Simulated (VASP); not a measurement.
Write the native input for VASP 6.6.1 that does the following.

```
Task                   : single point
Functional             : LDA
Potentials or basis    : VASP PAW LDA potentials, release 64 (Cu, As)
Cutoff                 : 520 eV
k mesh                 : 15 × 15 × 10
Occupations            : gaussian, width 0.15 eV
Spin                   : no spin polarisation
Dipole correction      : no
Further INCAR settings : ALGO = Normal; EDIFF = 1e-06; NBANDS = 24
```

The structure of CuAs lies in POSCAR:

```
CuAs
1.0
    3.6760866713      0.0000000000      0.0000000000
   -1.8380433357      3.1835844439      0.0000000000
    0.0000000000      0.0000000000      4.7248888920
Cu As
2 2
Direct
    0.0000000000      0.0000000000      0.5000000000
    0.0000000000      0.0000000000      0.0000000000
    0.6666666667      0.3333333333      0.7500000000
    0.3333333333      0.6666666667      0.2500000000
```

This cell differs from its parent crystal: volume 13.824 Å^3 an atom, c/a of the conventional cell 1.2853.

These files were run (other wordings do the same):

INCAR

```
  PREC = Accurate
  ENCUT = 520
  EDIFF = 1E-6
  ISMEAR = 0
  SIGMA = 0.15
  LREAL = F
  LASPH = T
  NELM = 100
  ALGO = Normal
  ISIF = 2
  LWAVE = F
  LCHARG = T
  LELF = T
  LVHAR = T
  NBANDS = 24
```

KPOINTS

```
Automatic mesh
0
Gamma
  15 15 10
```

Potentials or basis: VASP PAW LDA potentials, release 64 (Cu, As).

Command:

```bash
$ cat potpaw_LDA.64/Cu/POTCAR potpaw_LDA.64/As/POTCAR > POTCAR
$ mpirun -np 1 vasp_std > vasp.out
```

Results of the run:

```json
{
 "Pressure": "13.8 GPa",
 "Band gap on the k mesh": "zero (band 16 reaches 9.78 eV, above the bottom of band 17 at 7.45 eV)"
}
```

Wall time 4.3 min on 1 thread of Intel(R) Xeon(R) Platinum 8175M CPU @ 2.50GHz (Skylake/Cascade Lake), with other jobs on the host, peak memory 0.3 GiB.
